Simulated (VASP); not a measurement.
Set up this calculation in VASP 6.6.1, as the native input.

| Quantity | Value |
| --- | --- |
| Task | single point |
| Functional | PBE |
| Potentials or basis | VASP PAW PBE potentials, release 64 (Ti_sv, Br) |
| Cutoff | 520 eV |
| k mesh | 4 × 4 × 4 |
| Occupations | gaussian, width 0.1 eV |
| Spin | collinear spin |
| Starting moments | [1.0, 1.0, 1.0, 0.0] μB |
| Dipole correction | no |
| Further INCAR settings | ALGO = Normal; EDIFF = 1e-07; NBANDS = 34 |

The structure of Ti3Br lies in POSCAR:

```
Ti3Br
1.0
    4.3630898000      0.0000000000      0.0000000000
    0.0000000000      4.3630898000      0.0000000000
    0.0000000000      0.0000000000      4.3630898000
Ti Br
3 1
Direct
    0.0000000000      0.5000000000      0.5000000000
    0.5000000000      0.0000000000      0.5000000000
    0.5000000000      0.5000000000      0.0000000000
    0.0000000000      0.0000000000      0.0000000000
```

The cell was generated, and may not be a known phase.

These files were run (other wordings do the same):

INCAR

```
  PREC = Accurate
  ENCUT = 520
  EDIFF = 1E-7
  ISMEAR = 0
  SIGMA = 0.1
  LREAL = F
  LASPH = T
  NELM = 150
  ALGO = Normal
  ISIF = 2
  LWAVE = F
  LCHARG = F
  ISPIN = 2
  MAGMOM = 1 1 1 0
  LORBIT = 11
  LMAXMIX = 4
  GGA = PE
  NBANDS = 34
```

KPOINTS

```
regular mesh
0
Gamma
  4 4 4
```

Potentials or basis: VASP PAW PBE potentials, release 64 (Ti_sv, Br).

Launch:

```console
$ cat potpaw_PBE.64/Ti_sv/POTCAR potpaw_PBE.64/Br/POTCAR > POTCAR
$ mpirun -np 1 vasp_std > vasp.out
```

It gave:

```json
{"Pressure": "-9.8 GPa", "Net moment": "1.26 μB per cell", "Site moments": "Ti +0.28; Br +0.02 μB", "Valence electrons inside the program's atomic spheres": "Ti 10.13; Br 4.76"}
```

Caveat: the k points lie up to 0.36 Å⁻¹ apart.

It took 63 s on 1 thread of Intel(R) Xeon(R) Platinum 8259CL CPU @ 2.50GHz (Skylake/Cascade Lake), on a shared host, peak memory 0.22 GiB.
